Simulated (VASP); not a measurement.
# Cd3O (P6_3/mcm) in VASP: notebook

Cd3O is run at these levels: PBE; tasks: single point, relaxation of cell and atoms.

Everything below comes from runs of VASP 6.6.1. Logs are shortened: lines on timing, memory, paths and dates and some standing lists are left out, and cuts for length are marked.

## 1. The cell of the first run

The structure is hexagonal, space group P6_3/mcm (No. 193). Conventional cell: a = 5.261 Å, b = 5.261 Å, c = 6.408 Å, α = 90.00°, β = 90.00°, γ = 120.00°. Within 3.2 Å of Cd (site symmetry m2m) lie 2 O at 2.42 Å and 6 Cd at 2.98 to 3.15 Å. O (site symmetry -3m) has 6 Cd at 2.42 Å and 2 O at 3.20 Å within 3.3 Å.

## 2. Single point, PBE

Input file INCAR:

```
  PREC = Accurate
  ENCUT = 520
  EDIFF = 1E-7
  ISMEAR = 0
  SIGMA = 0.2
  LREAL = F
  LASPH = T
  NELM = 100
  ALGO = Normal
  ISIF = 2
  LWAVE = F
  LCHARG = F
  GGA = PE
  NBANDS = 52
```

Input file KPOINTS:

```
regular mesh
0
Gamma
  3 3 3
```

Input file POSCAR:

```
Cd3O
1.0
    5.2609933225      0.0000000000      0.0000000000
   -2.6304966612      4.5561538664      0.0000000000
    0.0000000000      0.0000000000      6.4082862273
Cd O
6 2
Direct
    0.6541128559      0.0000000000      0.7500000000
    0.3458871441      0.3458871441      0.7500000000
    0.0000000000      0.3458871441      0.2500000000
    0.3458871441      0.0000000000      0.2500000000
    0.6541128559      0.6541128559      0.2500000000
    0.0000000000      0.6541128559      0.7500000000
    0.0000000000      0.0000000000      0.0000000000
    0.0000000000      0.0000000000      0.5000000000
```

Potentials or basis: VASP PAW PBE potentials, release 64 (Cd, O).

On the command line:

```
$ cat potpaw_PBE.64/Cd/POTCAR potpaw_PBE.64/O/POTCAR > POTCAR
$ mpirun -np 1 vasp_std > vasp.out
```

OUTCAR:

```text
PREC = Accurate
   ENCUT = 520
   EDIFF = 1E-7
   ISMEAR = 0
   LREAL = F
   LASPH = T
   NELM = 100
   ISIF = 2
   GGA = PE

 ion  position               nearest neighbor table
   1  0.654  0.000  0.750-   7 2.42   8 2.42   2 2.98   2 2.98   6 2.98   6 2.98   6 3.15   2 3.15
                             4 3.59   4 3.59   5 3.68   5 3.68   3 3.68   3 3.68
   2  0.346  0.346  0.750-   7 2.42   8 2.42   1 2.98   1 2.98   6 2.98   6 2.98   6 3.15   1 3.15
                             5 3.59   5 3.59   4 3.68   4 3.68   3 3.68   3 3.68
   3  0.000  0.346  0.250-   7 2.42   8 2.42   5 2.98   4 2.98   5 2.98   4 2.98   4 3.15   5 3.15
                             6 3.59   6 3.59   2 3.68   2 3.68   1 3.68   1 3.68
   4  0.346  0.000  0.250-   7 2.42   8 2.42   5 2.98   5 2.98   3 2.98   3 2.98   3 3.15   5 3.15
                             1 3.59   1 3.59   2 3.68   2 3.68   6 3.68   6 3.68
   5  0.654  0.654  0.250-   7 2.42   8 2.42   4 2.98   4 2.98   3 2.98   3 2.98   3 3.15   4 3.15
                             2 3.59   2 3.59   1 3.68   1 3.68   6 3.68   6 3.68
   6  0.000  0.654  0.750-   7 2.42   8 2.42   2 2.98   1 2.98   2 2.98   1 2.98   1 3.15   2 3.15
                             3 3.59   3 3.59   5 3.68   5 3.68   4 3.68   4 3.68
   7  0.000  0.000  0.000-   3 2.42   6 2.42   4 2.42   1 2.42   5 2.42   2 2.42
   8  0.000  0.000  0.500-   3 2.42   6 2.42   4 2.42   1 2.42   5 2.42   2 2.42

  LATTYP: Found a hexagonal cell.
 ALAT       =     5.2609933225
 C/A-ratio  =     1.2180753395

  Lattice vectors:

 A1 = (   5.2609933225,   0.0000000000,   0.0000000000)
 A2 = (  -2.6304966612,   4.5561538664,   0.0000000000)
 A3 = (   0.0000000000,   0.0000000000,   6.4082862273)

Analysis of symmetry for initial positions (statically):
=====================================================================
 Subroutine PRICEL returns:
 Original cell was already a primitive cell.

 Routine SETGRP: Setting up the symmetry group for a
 hexagonal supercell.

 Subroutine GETGRP returns: Found 24 space group operations
 (whereof 12 operations were pure point group operations)
 out of a pool of 24 trial point group operations.

The static configuration has the point symmetry D_3d.
 The point group associated with its full space group is D_6h.

Analysis of symmetry for dynamics (positions and initial velocities):
=====================================================================
 Subroutine PRICEL returns:
 Original cell was already a primitive cell.

 Routine SETGRP: Setting up the symmetry group for a
 hexagonal supercell.

 Subroutine GETGRP returns: Found 24 space group operations
 (whereof 12 operations were pure point group operations)
 out of a pool of 24 trial point group operations.

The dynamic configuration has the point symmetry D_3d.
 The point group associated with its full space group is D_6h.

 Subroutine INISYM returns: Found 24 space group operations
 (whereof 12 operations are pure point group operations),
 and found     1 'primitive' translations

----------------------------------------------------------------------------------------

                                     Primitive cell

  volume of cell :     153.6059

  direct lattice vectors                    reciprocal lattice vectors
     5.260993323  0.000000000  0.000000000     0.190078173  0.109741684  0.000000000
    -2.630496661  4.556153866  0.000000000     0.000000000  0.219483369  0.000000000
     0.000000000  0.000000000  6.408286227     0.000000000  0.000000000  0.156047961

  length of vectors
     5.260993323  5.260993322  6.408286227     0.219483369  0.219483369  0.156047961

  position of ions in fractional coordinates (direct lattice)
     0.654112856  0.000000000  0.750000000
     0.345887144  0.345887144  0.750000000
     0.000000000  0.345887144  0.250000000
     0.345887144  0.000000000  0.250000000
     0.654112856  0.654112856  0.250000000
     0.000000000  0.654112856  0.750000000
     0.000000000  0.000000000  0.000000000
     0.000000000  0.000000000  0.500000000

  ion indices of the primitive-cell ions
   primitive index   ion index
                 1           1
                 2           2
                 3           3
                 4           4
                 5           5
                 6           6
                 7           7
                 8           8

----------------------------------------------------------------------------------------

 KPOINTS: regular mesh

Automatic generation of k-mesh.
 Grid dimensions read from file:
 generate k-points for:    3    3    3

 Generating k-lattice:

  Cartesian coordinates                     Fractional coordinates (reciprocal lattice)
     0.063359391  0.036580561  0.000000000     0.333333333 -0.000000000  0.000000000
     0.000000000  0.073161123  0.000000000     0.000000000  0.333333333  0.000000000
     0.000000000  0.000000000  0.052015987     0.000000000  0.000000000  0.333333333

  Length of vectors
     0.073161123  0.073161123  0.052015987

  Shift w.r.t. Gamma in fractional coordinates (k-lattice)
     0.000000000  0.000000000  0.000000000

 Subroutine IBZKPT returns following result:
 ===========================================

 Found      6 irreducible k-points:

 Following reciprocal coordinates:
            Coordinates               Weight
  0.000000  0.000000  0.000000      1.000000
  0.333333  0.000000  0.000000      6.000000
  0.333333  0.333333  0.000000      2.000000
  0.000000  0.000000  0.333333      2.000000
  0.333333  0.000000  0.333333     12.000000
  0.333333  0.333333  0.333333      4.000000
   k-points           NKPTS =      6   k-points in BZ     NKDIM =      6   number of bands    NBANDS=     52
   number of dos      NEDOS =    301   number of ions     NIONS =      8
   total plane-waves  NPLWV =  76800
   dimension x,y,z NGX =    40 NGY =   40 NGZ =   48
   dimension x,y,z NGXF=    80 NGYF=   80 NGZF=   96
   ions per type =               6   2
   NGX,Y,Z   is equivalent  to a cutoff of  12.64, 12.64, 12.45 a.u.
   NGXF,Y,Z  is equivalent  to a cutoff of  25.28, 25.28, 24.90 a.u.
 SYSTEM =  unknown system
   PREC   = accura    normal or accurate (medium, high low for compatibility)
   ISTART =      0    job   : 0-new  1-cont  2-samecut
   ICHARG =      2    charge: 1-file 2-atom 10-const
   ISPIN  =      1    spin polarized calculation?
   LNONCOLLINEAR =      F non collinear calculations
   LSORBIT =      F    spin-orbit coupling
   LASPH  =      T    aspherical Exc in radial PAW
   ENCUT  =  520.0 eV  38.22 Ry    6.18 a.u.   9.78  9.78 11.92*2*pi/ulx,y,z
   NELM   =    100;   NELMIN=  2; NELMDL= -5     # of ELM steps
   EDIFF  = 0.1E-06   stopping-criterion for ELM
   LREAL  =      F    real-space projection
   EDIFFG = 0.1E-05   stopping-criterion for IOM
   NSW    =      0    number of steps for IOM
   IBRION =     -1    ionic relax: 0-MD 1-quasi-New 2-CG
   NFREE  =      0    steps in history (QN), initial steepest desc. (CG)
   ISIF   =      2    stress and relaxation
   ISYM   =      2    0-nonsym 1-usesym 2-fastsym
   POTIM  = 0.5000    time-step for ionic-motion
   TEBEG  =    0.0;   TEEND  =   0.0 temperature during run
   PSTRESS=    0.0 pullay stress
   NELECT =      84.0000    total number of electrons
   NUPDOWN=      -1.0000    fix difference up-down
   EMIN   =  10.00;   EMAX   =-10.00  energy-range for DOS
   EFERMI =   0.00;   METHOD = LEGACY
   ISMEAR =     0;   SIGMA  =   0.20  broadening in eV -4-tet -1-fermi 0-gaus
   EFERMI_NEDOS =   21; number of points for ismear=-14 and -15
   IALGO  =     38    algorithm
   IMIX   =      4    mixing-type and parameters
     AMIX     =   0.40;   BMIX     =  1.00
     AMIX_MAG =   1.60;   BMIX_MAG =  1.00
  volume/ion in A,a.u.               =      19.20       129.57
  Fermi-wavevector in a.u.,A,eV,Ry     =   1.338747  2.529865 24.384962  1.792244
  Thomas-Fermi vector in A             =   2.467193
   LORBIT       =      0    0 simple, 1 ext, 2 COOP (PROOUT), +10 PAW based schemes
   GGA     = PE    functional components
   LHFCALC =     F    Hartree Fock is set to
   AEXX    =    0.0000 exact exchange contribution
   IVDW    =     0    specifies the selected vdW correction
   LEPSILON=     F    determine dielectric tensor
   LRPA    =     F    only Hartree local field effects (RPA)
 non-spin polarized calculation
 Gauss-broadening in eV      SIGMA  =   0.20
  energy-cutoff  :      520.00
  volume of cell :      153.61
 maximum number of plane-waves:      4152
 NGX is ok and might be reduce to    40
   NGX = 19   NGY = 19   NGZ = 23

 number of electron      83.9999988 magnetization

 Free energy of the ion-electron system (eV)
  ---------------------------------------------------
  ext. energy  EPLUGINS =         0.00000000
  ---------------------------------------------------
  free energy    TOTEN  =       -17.74771933 eV

  energy without entropy =      -17.73194378  energy(sigma->0) =      -17.73983155

 E-fermi :   2.5296     XC(G=0): -10.6755

 val. band max:        2.3929270643   @ k =   0.3333   0.0000   0.0000
 cond. band min:       3.0299797393   @ k =   0.3333   0.0000   0.0000
 fundamental gap:      0.6370526751
 Fermi energy:         2.5296081327

 k-point     1 :       0.0000    0.0000    0.0000
  band No.  band energies     occupation
      1     -15.5755      2.00000
      2     -15.2923      2.00000
      3      -6.9895      2.00000
      4      -6.7931      2.00000
      5      -6.5420      2.00000
      6      -6.5223      2.00000
[... 44 lines left out ...]
     51       6.8425      0.00000
     52       7.4590      0.00000

 k-point     2 :       0.3333    0.0000    0.0000
  band No.  band energies     occupation
      1     -15.5557      2.00000
      2     -15.2980      2.00000
      3      -6.9588      2.00000
      4      -6.9019      2.00000
      5      -6.7210      2.00000
      6      -6.6648      2.00000
[... 44 lines left out ...]
     51       7.9744      0.00000
     52       9.7516      0.00000
[... 163 lines left out ...]
     51       8.2596      0.00000
     52       8.5640      0.00000

 k-point     6 :       0.3333    0.3333    0.3333
  band No.  band energies     occupation
      1     -15.4870      2.00000
      2     -15.3645      2.00000
      3      -6.9477      2.00000
      4      -6.9477      2.00000
      5      -6.9293      2.00000
      6      -6.9062      2.00000
[... 44 lines left out ...]
     51       8.3831      0.00000
     52       8.3831      0.00000

------------------------ aborting loop because EDIFF is reached ----------------------------------------

  FORCE on cell =-STRESS in cart. coord.  units (eV):
  Direction    XX          YY          ZZ          XY          YZ          ZX
  --------------------------------------------------------------------------------------
  -------------------------------------------------------------------------------------
  Total        0.2803744      0.2803744      0.7108743      0.0000000      0.0000000      0.0000000
  in kB        2.9244278      2.9244278      7.4147307      0.0000000      0.0000000      0.0000000
  external PRESSURE =       4.4211954 kB  Pullay stress =       0.0000000 kB

 VOLUME and BASIS-vectors are now :
 -----------------------------------------------------------------------------
  energy-cutoff  :      520.00
  volume of cell :      153.61
      direct lattice vectors                 reciprocal lattice vectors
     5.260993323  0.000000000  0.000000000     0.190078173  0.109741684  0.000000000
    -2.630496661  4.556153866  0.000000000     0.000000000  0.219483369  0.000000000
     0.000000000  0.000000000  6.408286227     0.000000000  0.000000000  0.156047961

 POSITION                                       TOTAL-FORCE (eV/Angst)
 -----------------------------------------------------------------------------------
      3.44128      0.00000      4.80621        -0.045930      0.000000     -0.000000
      0.90985      1.57592      4.80621         0.022965      0.039777      0.000000
     -0.90985      1.57592      1.60207        -0.022965      0.039777     -0.000000
      1.81971      0.00000      1.60207         0.045930      0.000000      0.000000
      1.72064      2.98024      1.60207        -0.022965     -0.039777     -0.000000
     -1.72064      2.98024      4.80621         0.022965     -0.039777      0.000000
      0.00000      0.00000      0.00000        -0.000000      0.000000      0.000000
      0.00000      0.00000      3.20414         0.000000      0.000000      0.000000
 -----------------------------------------------------------------------------------
    total drift:                               -0.000000      0.000000      0.000000

  FREE ENERGIE OF THE ION-ELECTRON SYSTEM (eV)
  ---------------------------------------------------
  free  energy   TOTEN  =       -17.7477193261 eV

  energy  without entropy=      -17.7319437831  energy(sigma->0) =      -17.73983155
```

It took 50 s on 1 thread of Intel Xeon Platinum 8259CL at 2.50GHz (Skylake/Cascade Lake), shared host; peak memory 0.26 GiB.

Results:

```
Free energy            : -17.7477 eV
Pressure               : 0.4 GPa
Largest force          : 0.046 eV/Å
Band gap on the k mesh : zero (bands 42 and 43 overlap by 2.89 eV)
```

Forces in eV/Å, atoms in the order of the input:
```
Cd  -0.046  0.000  0.000
Cd   0.023  0.040  0.000
Cd  -0.023  0.040  0.000
Cd   0.046  0.000  0.000
Cd  -0.023 -0.040  0.000
Cd   0.023 -0.040  0.000
O    0.000  0.000  0.000
O    0.000  0.000  0.000
```

Stress tensor (GPa, compression positive):
```
0.29 0.00 0.00
0.00 0.29 0.00
0.00 0.00 0.74
```

Levels at points of the mesh, in eV from the Fermi level:
| k point | band 38 | band 39 | band 40 | band 41 | band 42 | band 43 | band 44 | band 45 | band 46 | band 47 |
| --- | --- | --- | --- | --- | --- | --- | --- | --- | --- | --- |
| (0.00, 0.00, 0.00) | -2.83 | -2.44 | -1.44 | -1.06 | 0.52 | 0.52 | 0.67 | 3.23 | 3.50 | 3.50 |

Caveat: the k points lie up to 0.46 Å⁻¹ apart, too coarse for converged energies and pressures of a metal.

(Continued in part 2 of 2.)
